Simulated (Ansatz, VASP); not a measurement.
One calculation of HfCrSe4, two programs

```
Se Cr Hf
1.0
     6.08019    0.00000    0.00000
     0.00000    3.65709    0.00000
     0.00000    0.00000    6.17987
Se Cr Hf
4 1 1
Cartesian
  1.5200 0.0000 2.0394
  4.5601 0.0000 4.1405
  1.5200 1.8285 5.1293
  4.5601 1.8285 1.0506
  0.0000 0.0000 0.0000
  0.0000 1.8285 3.0899
```

Alike in both runs: task single point; functional PBEsol; k mesh 3 × 5 × 3; no spin polarisation.

|  | VASP | Ansatz |
| --- | --- | --- |
| version | VASP 6.6.1 | Ansatz 0.2.0 |
| potentials or method | VASP PAW PBE potentials, release 64 (Se, Cr_pv, Hf_pv), cutoff 520 eV | PAW plane waves |
| occupations | fermi-dirac, width 0.1 eV | fermi-dirac |
| valence electrons in the cell | 46 | 104 |

|  | VASP | Ansatz | Ansatz less VASP |
| --- | --- | --- | --- |
| gap on the k mesh at the Fermi level (eV) | none | none | - |
| pressure (GPa) | -3.0 | -3.0 | +0.02 |
| rms of the force components (eV/Å) | 0.619 | 0.626 | +0.0069 |

VASP's potentials were made for PBE, not for PBEsol. A gap of «none» marks a metal or a gap that the smearing closes. VASP's potentials hold 46 valence electrons a cell and Ansatz's 104, so a difference there can come from the potentials and not from the codes.

Spin-orbit coupling is off throughout.
